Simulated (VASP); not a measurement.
# Si (Fd-3m) in VASP: further runs

Aim: see how the results for Si move with the level of theory and the settings. Levels: revPBE+D4, revPBE, LDA, PBE, PBEsol. Tasks: single point.

Program: VASP 6.6.1. These are calculated values, not measurements. Logs are shortened: lines on timing, memory, paths and dates and some standing lists are left out, and cuts for length are marked.

## 1. The cell of the first run

Symmetry: Fd-3m, No. 227, cubic system. Conventional cell: a = 5.393 Å, b = 5.393 Å, c = 5.393 Å, α = 90.00°, β = 90.00°, γ = 90.00°. Within 3.1 Å of Si (site symmetry -43m) lie 4 Si at 2.34 Å.

## 2. Single point, revPBE+D4

Input file INCAR:

```
PREC = Accurate
ENCUT = 520
EDIFF = 1E-7
ISMEAR = -1
SIGMA = 0.05
LREAL = F
LASPH = T
NELM = 100
ALGO = Normal
ISIF = 2
LWAVE = F
LCHARG = F
GGA = RE
IVDW = 13
NBANDS = 11
```

Input file KPOINTS:

```
regular mesh
0
Gamma
  8 8 8
```

Input file POSCAR:

```
Si
1.0
    0.0000000000      2.6967280005      2.6967280005
    2.6967280005      0.0000000000      2.6967280005
    2.6967280005      2.6967280005      0.0000000000
Si
2
Direct
    0.5000000000      0.5000000000      0.5000000000
    0.7500000000      0.7500000000      0.7500000000
```

Potentials or basis: VASP PAW PBE potentials, release 64 (Si).

On the command line:

```bash
> cat potpaw_PBE.64/Si/POTCAR > POTCAR
> mpirun -np 1 vasp_std > vasp.out
```

OUTCAR:

```text
PREC = Accurate
   ENCUT = 520
   EDIFF = 1E-7
   ISMEAR = -1
   LREAL = F
   LASPH = T
   NELM = 100
   ISIF = 2
   GGA = RE
   IVDW = 13

 ion  position               nearest neighbor table
   1  0.500  0.500  0.500-   2 2.34   2 2.34   2 2.34   2 2.34
   2  0.750  0.750  0.750-   1 2.34   1 2.34   1 2.34   1 2.34

  LATTYP: Found a face centered cubic cell.
 ALAT       =     5.3934560010

  Lattice vectors:

 A1 = (   0.0000000000,   2.6967280005,   2.6967280005)
 A2 = (   2.6967280005,   0.0000000000,   2.6967280005)
 A3 = (   2.6967280005,   2.6967280005,   0.0000000000)

Analysis of symmetry for initial positions (statically):
=====================================================================
 Subroutine PRICEL returns:
 Original cell was already a primitive cell.

 Routine SETGRP: Setting up the symmetry group for a
 face centered cubic supercell.

 Subroutine GETGRP returns: Found 48 space group operations
 (whereof 24 operations were pure point group operations)
 out of a pool of 48 trial point group operations.

The static configuration has the point symmetry T_d .
 The point group associated with its full space group is O_h .

Analysis of symmetry for dynamics (positions and initial velocities):
=====================================================================
 Subroutine PRICEL returns:
 Original cell was already a primitive cell.

 Routine SETGRP: Setting up the symmetry group for a
 face centered cubic supercell.

 Subroutine GETGRP returns: Found 48 space group operations
 (whereof 24 operations were pure point group operations)
 out of a pool of 48 trial point group operations.

The dynamic configuration has the point symmetry T_d .
 The point group associated with its full space group is O_h .

 Subroutine INISYM returns: Found 48 space group operations
 (whereof 24 operations are pure point group operations),
 and found     1 'primitive' translations

----------------------------------------------------------------------------------------

                                     Primitive cell

  volume of cell :      39.2231

  direct lattice vectors                    reciprocal lattice vectors
     0.000000000  2.696728000  2.696728000    -0.185409874  0.185409874  0.185409874
     2.696728000  0.000000000  2.696728000     0.185409874 -0.185409874  0.185409874
     2.696728000  2.696728000  0.000000000     0.185409874  0.185409874 -0.185409874

  length of vectors
     3.813749312  3.813749312  3.813749312     0.321139323  0.321139323  0.321139323

  position of ions in fractional coordinates (direct lattice)
     0.500000000  0.500000000  0.500000000
     0.750000000  0.750000000  0.750000000

  ion indices of the primitive-cell ions
   primitive index   ion index
                 1           1
                 2           2

----------------------------------------------------------------------------------------

 KPOINTS: regular mesh

Automatic generation of k-mesh.
 Grid dimensions read from file:
 generate k-points for:    8    8    8

 Generating k-lattice:

  Cartesian coordinates                     Fractional coordinates (reciprocal lattice)
    -0.023176234  0.023176234  0.023176234     0.125000000  0.000000000  0.000000000
     0.023176234 -0.023176234  0.023176234     0.000000000  0.125000000  0.000000000
     0.023176234  0.023176234 -0.023176234     0.000000000  0.000000000  0.125000000

  Length of vectors
     0.040142415  0.040142415  0.040142415

  Shift w.r.t. Gamma in fractional coordinates (k-lattice)
     0.000000000  0.000000000  0.000000000

 Subroutine IBZKPT returns following result:
 ===========================================

 Found     29 irreducible k-points:

 Following reciprocal coordinates:
            Coordinates               Weight
  0.000000  0.000000  0.000000      1.000000
  0.125000  0.000000  0.000000      8.000000
  0.250000  0.000000  0.000000      8.000000
  0.375000  0.000000  0.000000      8.000000
  0.500000  0.000000  0.000000      4.000000
  0.125000  0.125000  0.000000      6.000000
[... 16 lines left out ...]
  0.500000  0.250000  0.125000     48.000000
 -0.375000  0.250000  0.125000     24.000000
 [... further k-points ...]
   k-points           NKPTS =     29   k-points in BZ     NKDIM =     29   number of bands    NBANDS=     11
   number of dos      NEDOS =    301   number of ions     NIONS =      2
   total plane-waves  NPLWV =  21952
   dimension x,y,z NGX =    28 NGY =   28 NGZ =   28
   dimension x,y,z NGXF=    56 NGYF=   56 NGZF=   56
   ions per type =               2
   NGX,Y,Z   is equivalent  to a cutoff of  12.21, 12.21, 12.21 a.u.
   NGXF,Y,Z  is equivalent  to a cutoff of  24.41, 24.41, 24.41 a.u.
 SYSTEM =  unknown system
   PREC   = accura    normal or accurate (medium, high low for compatibility)
   ISTART =      0    job   : 0-new  1-cont  2-samecut
   ICHARG =      2    charge: 1-file 2-atom 10-const
   ISPIN  =      1    spin polarized calculation?
   LNONCOLLINEAR =      F non collinear calculations
   LSORBIT =      F    spin-orbit coupling
   LASPH  =      T    aspherical Exc in radial PAW
   ENCUT  =  520.0 eV  38.22 Ry    6.18 a.u.   7.09  7.09  7.09*2*pi/ulx,y,z
   NELM   =    100;   NELMIN=  2; NELMDL= -5     # of ELM steps
   EDIFF  = 0.1E-06   stopping-criterion for ELM
   LREAL  =      F    real-space projection
   EDIFFG = 0.1E-05   stopping-criterion for IOM
   NSW    =      0    number of steps for IOM
   IBRION =     -1    ionic relax: 0-MD 1-quasi-New 2-CG
   NFREE  =      0    steps in history (QN), initial steepest desc. (CG)
   ISIF   =      2    stress and relaxation
   ISYM   =      2    0-nonsym 1-usesym 2-fastsym
   POTIM  = 0.5000    time-step for ionic-motion
   TEBEG  =    0.0;   TEEND  =   0.0 temperature during run
   PSTRESS=    0.0 pullay stress
   NELECT =       8.0000    total number of electrons
   NUPDOWN=      -1.0000    fix difference up-down
   EMIN   =  10.00;   EMAX   =-10.00  energy-range for DOS
   EFERMI =   0.00;   METHOD = LEGACY
   ISMEAR =    -1;   SIGMA  =   0.05  broadening in eV -4-tet -1-fermi 0-gaus
   EFERMI_NEDOS =   21; number of points for ismear=-14 and -15
   IALGO  =     38    algorithm
   IMIX   =      4    mixing-type and parameters
     AMIX     =   0.40;   BMIX     =  1.00
     AMIX_MAG =   1.60;   BMIX_MAG =  1.00
  volume/ion in A,a.u.               =      19.61       132.35
  Fermi-wavevector in a.u.,A,eV,Ry     =   0.963661  1.821056 12.634952  0.928643
  Thomas-Fermi vector in A             =   2.093226
   LORBIT       =      0    0 simple, 1 ext, 2 COOP (PROOUT), +10 PAW based schemes
   GGA     = RE    functional components
   LHFCALC =     F    Hartree Fock is set to
   AEXX    =    0.0000 exact exchange contribution
   IVDW    =    13    specifies the selected vdW correction
   LEPSILON=     F    determine dielectric tensor
   LRPA    =     F    only Hartree local field effects (RPA)
 non-spin polarized calculation
  energy-cutoff  :      520.00
  volume of cell :       39.22
 maximum number of plane-waves:      1067
   NGX = 15   NGY = 15   NGZ = 15

 number of electron       8.0000001 magnetization

 Free energy of the ion-electron system (eV)
  ---------------------------------------------------
  ext. energy  EPLUGINS =         0.00000000
  ---------------------------------------------------
  free energy    TOTEN  =       -10.39515902 eV

  energy without entropy =      -10.39513080  energy(sigma->0) =      -10.39514491

 E-fermi :   6.3791     XC(G=0):  -9.4279

 val. band max:        6.0914881684   @ k =   0.0000   0.0000   0.0000
 cond. band min:       6.7087297445   @ k =   0.3750   0.3750   0.0000
 fundamental gap:      0.6172415761
 Fermi energy:         6.3790909135

 k-point     1 :       0.0000    0.0000    0.0000
  band No.  band energies     occupation
      1      -5.9930      2.00000
      2       6.0915      1.99367
      3       6.0915      1.99367
      4       6.0915      1.99367
      5       8.6671      0.00000
      6       8.6671      0.00000
      7       8.6671      0.00000
      8       9.7997      0.00000
      9      13.7775      0.00000
     10      13.7775      0.00000
     11      14.2760      0.00000

 k-point     2 :       0.1250    0.0000    0.0000
  band No.  band energies     occupation
      1      -5.7853      2.00000
      2       4.4969      2.00000
      3       5.7973      1.99998
      4       5.7973      1.99998
      5       8.6818      0.00000
      6       9.0997      0.00000
      7       9.0997      0.00000
      8      11.0718      0.00000
      9      13.3013      0.00000
     10      13.3013      0.00000
     11      15.0601      0.00000

 k-point     3 :       0.2500    0.0000    0.0000
  band No.  band energies     occupation
      1      -5.1788      2.00000
      2       2.1430      2.00000
      3       5.3202      2.00000
      4       5.3202      2.00000
      5       8.2389      0.00000
      6       9.6158      0.00000
      7       9.6158      0.00000
      8      13.2605      0.00000
      9      13.2748      0.00000
     10      13.2748      0.00000
     11      15.2554      0.00000

 k-point     4 :       0.3750    0.0000    0.0000
  band No.  band energies     occupation
      1      -4.2665      2.00000
      2       0.0910      2.00000
      3       4.9899      2.00000
      4       4.9899      2.00000
      5       7.8826      0.00000
      6       9.5404      0.00000
      7       9.5404      0.00000
      8      14.1046      0.00000
      9      14.6987      0.00000
     10      14.6987      0.00000
     11      16.0631      0.00000

 k-point     5 :       0.5000    0.0000    0.0000
  band No.  band energies     occupation
      1      -3.6110      2.00000
      2      -0.9540      2.00000
      3       4.8772      2.00000
      4       4.8772      2.00000
      5       7.7563      0.00000
      6       9.4213      0.00000
      7       9.4213      0.00000
      8      13.9366      0.00000
      9      16.6564      0.00000
     10      16.6564      0.00000
     11      17.5704      0.00000
[... 211 lines left out ...]
 k-point    21 :       0.5000    0.5000    0.0000
  band No.  band energies     occupation
      1      -1.7736      2.00000
      2      -1.7736      2.00000
      3       3.1906      2.00000
      4       3.1906      2.00000
      5       6.7970      0.00047
      6       6.7970      0.00047
      7      16.4217      0.00000
      8      16.4217      0.00000
      9      17.1026      0.00000
     10      17.1026      0.00000
     11      18.6491      0.00000

 k-point    22 :       0.3750    0.2500    0.1250
  band No.  band energies     occupation
      1      -4.6395      2.00000
      2       1.8014      2.00000
      3       3.3323      2.00000
      4       4.6436      2.00000
      5       8.5663      0.00000
      6      10.0944      0.00000
      7      10.2932      0.00000
      8      11.6638      0.00000
      9      13.9627      0.00000
     10      16.5222      0.00000
     11      17.3902      0.00000

 k-point    23 :       0.5000    0.2500    0.1250
  band No.  band energies     occupation
      1      -3.7330      2.00000
      2       0.2183      2.00000
      3       2.7245      2.00000
      4       4.1295      2.00000
      5       9.0040      0.00000
      6       9.6916      0.00000
      7      11.1745      0.00000
      8      12.0957      0.00000
      9      15.2104      0.00000
     10      15.9657      0.00000
     11      18.2343      0.00000

 k-point    24 :      -0.3750    0.2500    0.1250
  band No.  band energies     occupation
      1      -3.0632      2.00000
      2      -0.7511      2.00000
      3       2.5993      2.00000
      4       3.8936      2.00000
      5       9.2287      0.00000
      6       9.2302      0.00000
      7      12.0751      0.00000
      8      13.2794      0.00000
      9      13.6017      0.00000
     10      16.7588      0.00000
     11      17.9700      0.00000

 [... further k-points ...]

------------------------ aborting loop because EDIFF is reached ----------------------------------------

  DFT-D4 for vdW energy calculation

  Edisp (eV):   -1.20196

  FORCE on cell =-STRESS in cart. coord.  units (eV):
  Direction    XX          YY          ZZ          XY          YZ          ZX
  --------------------------------------------------------------------------------------
  -------------------------------------------------------------------------------------
  Total      -0.03473    -0.03473    -0.03473     0.00000     0.00000    -0.00000
  in kB      -1.41844    -1.41844    -1.41844     0.00000     0.00000    -0.00000
  external pressure =       -1.42 kB  Pullay stress =        0.00 kB

 VOLUME and BASIS-vectors are now :
 -----------------------------------------------------------------------------
  energy-cutoff  :      520.00
  volume of cell :       39.22
      direct lattice vectors                 reciprocal lattice vectors
     0.000000000  2.696728000  2.696728000    -0.185409874  0.185409874  0.185409874
     2.696728000  0.000000000  2.696728000     0.185409874 -0.185409874  0.185409874
     2.696728000  2.696728000  0.000000000     0.185409874  0.185409874 -0.185409874

 POSITION                                       TOTAL-FORCE (eV/Angst)
 -----------------------------------------------------------------------------------
      2.69673      2.69673      2.69673        -0.000000     -0.000000     -0.000000
      4.04509      4.04509      4.04509         0.000000      0.000000      0.000000
 -----------------------------------------------------------------------------------
    total drift:                                0.000000      0.000000     -0.000000

  FREE ENERGIE OF THE ION-ELECTRON SYSTEM (eV)
  ---------------------------------------------------
  free  energy   TOTEN  =       -11.5971208608 eV

  energy  without entropy=      -11.5970926423  energy(sigma->0) =      -11.59710675
```

Wall time 13 s (1 thread of AMD EPYC 7R43 (Zen 3), shared host); peak memory 0.11 GiB.

What came out:

```yaml
Free_energy: -11.5971 eV
Pressure: -0.1 GPa
Band_gap_on_the_k_mesh: 0.62 eV, indirect (least direct gap 2.58 eV)
Dispersion_energy_per_atom: -0.601 eV
```

Caveat: the PAW data sets were made with another functional, which shifts forces and pressure a little. A k mesh can miss the band edges.

(Part 1 of 3 ends here.)
